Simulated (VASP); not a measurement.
# Al2Au in VASP: further runs

The runs below take Al2Au through single point, with PBEsol.

All numbers are computed with VASP 6.6.1; they aren't measurements. Logs are shortened: lines on timing, memory, paths and dates and some standing lists are left out, and cuts for length are marked.

## 1. The cell of the first run

The structure is cubic, space group Fm-3m (No. 225). The conventional cell has a = 5.815 Å, b = 5.815 Å, c = 5.815 Å, α = 90.00°, β = 90.00°, γ = 90.00°. Al (site symmetry -43m) has 4 Au at 2.52 Å and 6 Al at 2.91 Å within 3.3 Å. Within 3.3 Å of Au (site symmetry m-3m) lie 8 Al at 2.52 Å.

## 2. Single point, PBEsol (strained)

File INCAR:

```
  PREC = Accurate
  ENCUT = 520
  EDIFF = 1E-6
  ISMEAR = 0
  SIGMA = 0.1
  LREAL = F
  LASPH = T
  NELM = 80
  ALGO = Fast
  ISIF = 2
  LWAVE = F
  LCHARG = T
  GGA = PS
  LELF = T
  LVHAR = T
  NBANDS = 16
```

File KPOINTS:

```
regular mesh
0
Gamma
  12 12 12
```

File POSCAR:

```
Al2Au
1.0
    0.0000000000      2.9073300000      2.9073300000
    2.9073300000      0.0000000000      2.9073300000
    2.9073300000      2.9073300000      0.0000000000
Al Au
2 1
Direct
    0.2500000000      0.2500000000      0.2500000000
    0.7500000000      0.7500000000      0.7500000000
    0.0000000000      0.0000000000      0.0000000000
```

Potentials or basis: VASP PAW PBE potentials, release 64 (Al, Au).

Launch:

```sh
cat potpaw_PBE.64/Al/POTCAR potpaw_PBE.64/Au/POTCAR > POTCAR
mpirun -np 1 vasp_std > vasp.out
```

OUTCAR:

```text
PREC = Accurate
   ENCUT = 520
   EDIFF = 1E-6
   ISMEAR = 0
   LREAL = F
   LASPH = T
   NELM = 80
   ISIF = 2
   GGA = PS

 ion  position               nearest neighbor table
   1  0.250  0.250  0.250-   3 2.52   3 2.52   3 2.52   3 2.52   2 2.91   2 2.91   2 2.91   2 2.91
                             2 2.91   2 2.91
   2  0.750  0.750  0.750-   3 2.52   3 2.52   3 2.52   3 2.52   1 2.91   1 2.91   1 2.91   1 2.91
                             1 2.91   1 2.91
   3  0.000  0.000  0.000-   2 2.52   2 2.52   2 2.52   1 2.52   2 2.52   1 2.52   1 2.52   1 2.52

  LATTYP: Found a face centered cubic cell.
 ALAT       =     5.8146600000

  Lattice vectors:

 A1 = (   0.0000000000,   2.9073300000,   2.9073300000)
 A2 = (   2.9073300000,   0.0000000000,   2.9073300000)
 A3 = (   2.9073300000,   2.9073300000,   0.0000000000)

Analysis of symmetry for initial positions (statically):
=====================================================================
 Subroutine PRICEL returns:
 Original cell was already a primitive cell.

 Routine SETGRP: Setting up the symmetry group for a
 face centered cubic supercell.

 Subroutine GETGRP returns: Found 48 space group operations
 (whereof 48 operations were pure point group operations)
 out of a pool of 48 trial point group operations.

The static configuration has the point symmetry O_h .

Analysis of symmetry for dynamics (positions and initial velocities):
=====================================================================
 Subroutine PRICEL returns:
 Original cell was already a primitive cell.

 Routine SETGRP: Setting up the symmetry group for a
 face centered cubic supercell.

 Subroutine GETGRP returns: Found 48 space group operations
 (whereof 48 operations were pure point group operations)
 out of a pool of 48 trial point group operations.

The dynamic configuration has the point symmetry O_h .

 Subroutine INISYM returns: Found 48 space group operations
 (whereof 48 operations are pure point group operations),
 and found     1 'primitive' translations

----------------------------------------------------------------------------------------

                                     Primitive cell

  volume of cell :      49.1488

  direct lattice vectors                    reciprocal lattice vectors
     0.000000000  2.907330000  2.907330000    -0.171979101  0.171979101  0.171979101
     2.907330000  0.000000000  2.907330000     0.171979101 -0.171979101  0.171979101
     2.907330000  2.907330000  0.000000000     0.171979101  0.171979101 -0.171979101

  length of vectors
     4.111585516  4.111585516  4.111585516     0.297876541  0.297876541  0.297876541

  position of ions in fractional coordinates (direct lattice)
     0.250000000  0.250000000  0.250000000
     0.750000000  0.750000000  0.750000000
     0.000000000  0.000000000  0.000000000

  ion indices of the primitive-cell ions
   primitive index   ion index
                 1           1
                 2           2
                 3           3

----------------------------------------------------------------------------------------

 KPOINTS: regular mesh

Automatic generation of k-mesh.
 Grid dimensions read from file:
 generate k-points for:   12   12   12

 Generating k-lattice:

  Cartesian coordinates                     Fractional coordinates (reciprocal lattice)
    -0.014331592  0.014331592  0.014331592     0.083333333  0.000000000  0.000000000
     0.014331592 -0.014331592  0.014331592     0.000000000  0.083333333  0.000000000
     0.014331592  0.014331592 -0.014331592     0.000000000  0.000000000  0.083333333

  Length of vectors
     0.024823045  0.024823045  0.024823045

  Shift w.r.t. Gamma in fractional coordinates (k-lattice)
     0.000000000  0.000000000  0.000000000

 Subroutine IBZKPT returns following result:
 ===========================================

 Found     72 irreducible k-points:

 Following reciprocal coordinates:
            Coordinates               Weight
  0.000000  0.000000  0.000000      1.000000
  0.083333  0.000000  0.000000      8.000000
  0.166667  0.000000  0.000000      8.000000
  0.250000  0.000000  0.000000      8.000000
  0.333333  0.000000  0.000000      8.000000
  0.416667  0.000000  0.000000      8.000000
[... 16 lines left out ...]
  0.500000  0.166667  0.000000     24.000000
 -0.416667  0.166667  0.000000     24.000000
 [... further k-points ...]
   k-points           NKPTS =     72   k-points in BZ     NKDIM =     72   number of bands    NBANDS=     16
   number of dos      NEDOS =    301   number of ions     NIONS =      3
   total plane-waves  NPLWV =  32768
   dimension x,y,z NGX =    32 NGY =   32 NGZ =   32
   dimension x,y,z NGXF=    64 NGYF=   64 NGZF=   64
   ions per type =               2   1
   NGX,Y,Z   is equivalent  to a cutoff of  12.94, 12.94, 12.94 a.u.
   NGXF,Y,Z  is equivalent  to a cutoff of  25.88, 25.88, 25.88 a.u.
 SYSTEM =  unknown system
   PREC   = accura    normal or accurate (medium, high low for compatibility)
   ISTART =      0    job   : 0-new  1-cont  2-samecut
   ICHARG =      2    charge: 1-file 2-atom 10-const
   ISPIN  =      1    spin polarized calculation?
   LNONCOLLINEAR =      F non collinear calculations
   LSORBIT =      F    spin-orbit coupling
   LASPH  =      T    aspherical Exc in radial PAW
   ENCUT  =  520.0 eV  38.22 Ry    6.18 a.u.   7.64  7.64  7.64*2*pi/ulx,y,z
   NELM   =     80;   NELMIN=  2; NELMDL= -5     # of ELM steps
   EDIFF  = 0.1E-05   stopping-criterion for ELM
   LREAL  =      F    real-space projection
   EDIFFG = 0.1E-04   stopping-criterion for IOM
   NSW    =      0    number of steps for IOM
   IBRION =     -1    ionic relax: 0-MD 1-quasi-New 2-CG
   NFREE  =      0    steps in history (QN), initial steepest desc. (CG)
   ISIF   =      2    stress and relaxation
   ISYM   =      2    0-nonsym 1-usesym 2-fastsym
   POTIM  = 0.5000    time-step for ionic-motion
   TEBEG  =    0.0;   TEEND  =   0.0 temperature during run
   PSTRESS=    0.0 pullay stress
   NELECT =      17.0000    total number of electrons
   NUPDOWN=      -1.0000    fix difference up-down
   EMIN   =  10.00;   EMAX   =-10.00  energy-range for DOS
   EFERMI =   0.00;   METHOD = LEGACY
   ISMEAR =     0;   SIGMA  =   0.10  broadening in eV -4-tet -1-fermi 0-gaus
[... 41 lines left out ...]
  band No.  band energies     occupation
      1      -2.4494      2.00000
      2       1.6766      2.00000
      3       1.6766      2.00000
      4       1.6766      2.00000
      5       2.7405      2.00000
      6       2.7405      2.00000
[... 8 lines left out ...]
     15      14.8445      0.00000
     16      14.8445      0.00000

 k-point     2 :       0.0833    0.0000    0.0000
  band No.  band energies     occupation
      1      -2.3511      2.00000
      2       1.6470      2.00000
      3       1.7028      2.00000
      4       1.7028      2.00000
      5       2.7344      2.00000
      6       2.7344      2.00000
[... 8 lines left out ...]
     15      14.5586      0.00000
     16      14.6601      0.00000

 k-point     3 :       0.1667    0.0000    0.0000
  band No.  band energies     occupation
      1      -2.0618      2.00000
      2       1.5729      2.00000
      3       1.7708      2.00000
      4       1.7708      2.00000
      5       2.7257      2.00000
      6       2.7257      2.00000
[... 8 lines left out ...]
     15      14.5035      0.00000
     16      15.0223      0.00000

 k-point     4 :       0.2500    0.0000    0.0000
  band No.  band energies     occupation
      1      -1.6031      2.00000
      2       1.4963      2.00000
      3       1.8507      2.00000
      4       1.8507      2.00000
      5       2.7391      2.00000
      6       2.7391      2.00000
[... 8 lines left out ...]
     15      15.4282      0.00000
     16      15.8448      0.00000

 k-point     5 :       0.3333    0.0000    0.0000
  band No.  band energies     occupation
      1      -1.0333      2.00000
      2       1.4870      2.00000
      3       1.9083      2.00000
      4       1.9083      2.00000
      5       2.7913      2.00000
      6       2.7913      2.00000
[... 8 lines left out ...]
     15      16.4853      0.00000
     16      16.8970      0.00000

 k-point     6 :       0.4167    0.0000    0.0000
  band No.  band energies     occupation
      1      -0.5042      2.00000
      2       1.6597      2.00000
      3       1.9334      2.00000
      4       1.9334      2.00000
      5       2.8590      2.00000
      6       2.8590      2.00000
[... 8 lines left out ...]
     15      17.4847      0.00000
     16      18.1708      0.00000

 k-point     7 :       0.5000    0.0000    0.0000
  band No.  band energies     occupation
      1      -0.2804      2.00000
      2       1.9390      2.00000
      3       1.9390      2.00000
      4       1.9400      2.00000
      5       2.8905      2.00000
      6       2.8905      2.00000
[... 8 lines left out ...]
     15      17.9794      0.00000
     16      19.2061      0.00000

 k-point     8 :       0.0833    0.0833    0.0000
  band No.  band energies     occupation
      1      -2.3180      2.00000
      2       1.6239      2.00000
      3       1.7192      2.00000
      4       1.7192      2.00000
      5       2.6985      2.00000
      6       2.7641      2.00000
[... 8 lines left out ...]
     15      15.0005      0.00000
     16      15.0005      0.00000

 k-point     9 :       0.1667    0.0833    0.0000
  band No.  band energies     occupation
      1      -2.0912      2.00000
      2       1.5566      2.00000
      3       1.7784      2.00000
      4       1.7814      2.00000
      5       2.6578      2.00000
      6       2.7837      2.00000
[... 8 lines left out ...]
     15      15.0967      0.00000
     16      15.2926      0.00000
[... 172 lines left out ...]
 k-point    19 :       0.1667    0.1667    0.0000
  band No.  band energies     occupation
      1      -1.9269      2.00000
      2       1.4835      2.00000
      3       1.8444      2.00000
      4       1.8444      2.00000
      5       2.5822      2.00000
      6       2.8295      2.00000
[... 8 lines left out ...]
     15      15.9739      0.00000
     16      15.9739      0.00000

 k-point    20 :       0.2500    0.1667    0.0000
  band No.  band energies     occupation
      1      -1.5784      2.00000
      2       1.3957      2.00000
      3       1.9317      2.00000
      4       1.9350      2.00000
      5       2.5288      2.00000
      6       2.8688      2.00000
[... 8 lines left out ...]
     15      16.8260      0.00000
     16      16.8863      0.00000

 k-point    21 :       0.3333    0.1667    0.0000
  band No.  band energies     occupation
      1      -1.0737      2.00000
      2       1.3266      2.00000
      3       1.9905      2.00000
      4       2.0187      2.00000
      5       2.5628      2.00000
      6       2.9087      2.00000
[... 8 lines left out ...]
     15      17.7847      0.00000
     16      17.9343      0.00000

 k-point    22 :       0.4167    0.1667    0.0000
  band No.  band energies     occupation
      1      -0.4905      2.00000
      2       1.3315      2.00000
      3       1.9924      2.00000
      4       2.0716      2.00000
      5       2.7208      2.00000
      6       2.9355      2.00000
[... 8 lines left out ...]
     15      18.5140      0.00000
     16      19.0894      0.00000

 k-point    23 :       0.5000    0.1667    0.0000
  band No.  band energies     occupation
      1      -0.0324      2.00000
      2       1.4793      2.00000
      3       2.0046      2.00000
      4       2.0947      2.00000
      5       2.9121      2.00000
      6       2.9332      2.00000
[... 8 lines left out ...]
     15      18.3159      0.00000
     16      19.4304      0.00000

 k-point    24 :      -0.4167    0.1667    0.0000
  band No.  band energies     occupation
      1       0.0350      2.00000
      2       1.5544      2.00000
      3       2.0523      2.00000
      4       2.0987      2.00000
      5       2.8210      2.00000
      6       2.8368      2.00000
[... 8 lines left out ...]
     15      17.3724      0.00000
     16      18.1473      0.00000

 [... further k-points ...]
[... 5 lines left out ...]
  --------------------------------------------------------------------------------------
  -------------------------------------------------------------------------------------
  Total        4.1448307      4.1448307      4.1448307      0.0000000     -0.0000000      0.0000000
  in kB      135.1152578    135.1152578    135.1152578      0.0000000     -0.0000000      0.0000000
  external PRESSURE =     135.1152578 kB  Pullay stress =       0.0000000 kB

 VOLUME and BASIS-vectors are now :
 -----------------------------------------------------------------------------
  energy-cutoff  :      520.00
  volume of cell :       49.15
      direct lattice vectors                 reciprocal lattice vectors
     0.000000000  2.907330000  2.907330000    -0.171979101  0.171979101  0.171979101
     2.907330000  0.000000000  2.907330000     0.171979101 -0.171979101  0.171979101
     2.907330000  2.907330000  0.000000000     0.171979101  0.171979101 -0.171979101

 POSITION                                       TOTAL-FORCE (eV/Angst)
 -----------------------------------------------------------------------------------
      1.45366      1.45366      1.45366        -0.000000     -0.000000     -0.000000
      4.36099      4.36099      4.36099         0.000000      0.000000      0.000000
      0.00000      0.00000      0.00000         0.000000      0.000000      0.000000
 -----------------------------------------------------------------------------------
    total drift:                                0.000000     -0.000000      0.000000

  FREE ENERGIE OF THE ION-ELECTRON SYSTEM (eV)
  ---------------------------------------------------
  free  energy   TOTEN  =       -13.2894444852 eV

  energy  without entropy=      -13.2845065085  energy(sigma->0) =      -13.28697550
```

It took 19 s on 1 thread of Intel Xeon 6975P-C (Granite Rapids), shared host; peak memory 0.21 GiB.

Results:

```yaml
Free_energy: -13.2894 eV
Pressure: 13.5 GPa
Band_gap_on_the_k_mesh: zero (an odd number of electrons rules out a gap without spin polarisation)
```

Caveat: the cell differs from its parent crystal (strained); the cell stands under pressure; the PAW data sets were made with another functional, which shifts forces and pressure a little; spin-orbit coupling is left out, which moves the levels of the heavy elements.

## 3. Single point, PBEsol (strained)

File INCAR:

```
PREC = Accurate
ENCUT = 520
EDIFF = 1E-6
ISMEAR = 0
SIGMA = 0.1
LREAL = F
LASPH = T
NELM = 80
ALGO = Fast
ISIF = 2
LWAVE = F
LCHARG = F
GGA = PS
NBANDS = 16
```

File KPOINTS:

```
Automatic mesh
0
Gamma
  12 12 12
```

File POSCAR:

```
Al2Au
1.0
    0.0000000000      3.1022100000      3.1022100000
    3.1022100000      0.0000000000      3.1022100000
    3.1022100000      3.1022100000      0.0000000000
Al Au
2 1
Direct
    0.2500000000      0.2500000000      0.2500000000
    0.7500000000      0.7500000000      0.7500000000
    0.0000000000      0.0000000000      0.0000000000
```

Potentials or basis: VASP PAW PBE potentials, release 64 (Al, Au).

Launch:

```sh
cat potpaw_PBE.64/Al/POTCAR potpaw_PBE.64/Au/POTCAR > POTCAR
mpirun -np 1 vasp_std > vasp.out
```

It took 31 s on 1 thread of Intel Xeon 6975P-C (Granite Rapids), shared host; peak memory 0.25 GiB.

Results (log left out):

- Free energy: -13.3002 eV
- Pressure: -9.1 GPa
- Band gap on the k mesh: zero (an odd number of electrons rules out a gap without spin polarisation)

Levels at points of the mesh, in eV from the Fermi level:
```csv
k point,band 7,band 8,band 9,band 10,band 11,band 12
"(0.00, 0.00, 0.00)",1.57,2.88,2.88,2.88,3.49,3.49
"(0.50, 0.00, 0.00)",-5.11,0.40,0.40,2.83,3.04,3.50
"(0.50, 0.50, 0.00)",-4.73,-1.89,-1.89,0.72,1.97,7.58
```

Caveat: the cell differs from its parent crystal (strained); the cell stands under tension; the PAW data sets were made with another functional, which shifts forces and pressure a little; spin-orbit coupling is left out, which moves the levels of the heavy elements.

## 4. Single point, PBEsol (atoms moved at random and the cell strained at random)

File INCAR:

```
  ALGO = Fast
  EDIFF = 1E-7
  ENCUT = 520
  GGA = PS
  ISIF = 2
  ISMEAR = 0
  LASPH = True
  LCHARG = False
  LREAL = False
  LWAVE = False
  NBANDS = 16
  NELM = 100
  PREC = Accurate
  SIGMA = 0.1
```

File KPOINTS:

```
k-points
0
Gamma
  10 10 10
```

File POSCAR:

```
Al2Au
1.0
   -0.0222900000      3.0223800000      3.0146700000
    2.9826000000     -0.0031800000      2.9955600000
    2.9748900000      2.9955600000      0.0045300000
Al Au
2 1
Direct
    0.2447566667      0.2543100000      0.2420566667
    0.7551916667      0.7467016667      0.7530116667
    0.0000483333     -0.0010116667      0.0049316667
```

Launch:

```sh
cat potpaw_PBE.64/Al/POTCAR potpaw_PBE.64/Au/POTCAR > POTCAR
mpirun -np 1 vasp_std > vasp.out
```

Run time: 2.4 min. Hardware: 1 thread of Intel Xeon 6975P-C (Granite Rapids), shared host; peak memory 0.52 GiB.

Results (log left out):

```
Free energy            : -13.4635 eV
Pressure               : 0.1 GPa
Largest force          : 0.364 eV/Å
Band gap on the k mesh : zero (an odd number of electrons rules out a gap without spin polarisation)
```

Forces on the atoms (eV/Å):
```
Al   0.069  0.347  0.088
Al   0.080 -0.154 -0.106
Au  -0.149 -0.193  0.018
```

Stress tensor (GPa, compression positive):
```
 0.29  1.10  1.63
 1.10 -0.04 -0.49
 1.63 -0.49  0.00
```

Levels at points of the mesh, in eV from the Fermi level:
| k point | band 7 | band 8 | band 9 | band 10 | band 11 | band 12 |
| --- | --- | --- | --- | --- | --- | --- |
| (0.00, 0.00, 0.00) | 2.27 | 2.89 | 2.92 | 3.06 | 3.84 | 3.99 |
| (0.50, 0.00, 0.00) | -5.34 | 0.41 | 0.57 | 3.30 | 3.69 | 3.81 |
| (0.00, 0.50, 0.00) | -5.47 | 0.24 | 0.47 | 3.29 | 3.55 | 3.84 |
| (0.50, 0.50, 0.00) | -5.00 | -2.14 | -2.01 | 1.31 | 2.08 | 7.69 |
| (0.00, 0.00, 0.50) | -5.38 | 0.32 | 0.45 | 3.20 | 3.49 | 3.76 |
| (0.50, 0.00, 0.50) | -5.02 | -2.09 | -2.04 | 1.35 | 2.08 | 7.69 |
| (0.00, 0.50, 0.50) | -4.98 | -2.15 | -2.05 | 1.26 | 2.05 | 7.69 |
| (0.50, 0.50, 0.50) | -5.48 | 0.24 | 0.42 | 3.31 | 3.59 | 3.81 |

Caveat: the cell differs from its parent crystal (atoms moved at random and the cell strained at random); the PAW data sets were made with another functional, which shifts forces and pressure a little; spin-orbit coupling is left out, which moves the levels of the heavy elements.

## 5. Overview

| cell | k mesh | further INCAR settings | gap on the mesh (eV) | pressure (GPa) |
| --- | --- | --- | --- | --- |
| a = 4.112 Å, angles 60.0°, 3 atoms, atomic positions A | 12 × 12 × 12 | ALGO = Fast; EDIFF = 1e-06; NBANDS = 16 | none | 13.5 |
| a = 4.387 Å, angles 60.0°, 3 atoms, atomic positions A | 12 × 12 × 12 | ALGO = Fast; EDIFF = 1e-06; NBANDS = 16 | none | -9.1 |
| a = 4.269, b = 4.227, c = 4.222 Å, angles 60.2, 60.0, 60.2°, 3 atoms, atomic positions B | 10 × 10 × 10 | ALGO = Fast; EDIFF = 1e-07; NBANDS = 16 | none | 0.1 |

Alike in all rows: task single point; level PBEsol; potentials or basis VASP PAW PBE potentials, release 64 (Al, Au); no spin polarisation; cutoff (eV) 520; smearing gaussian 0.1 eV.

Caveats: the PAW data sets were made with another functional, which shifts forces and pressure a little; spin-orbit coupling is left out, which moves the levels of the heavy elements; the cell stands under pressure (at least some runs); the cell stands under tension (at least some runs).

Absolute energies hang on the potentials; compare differences alone.
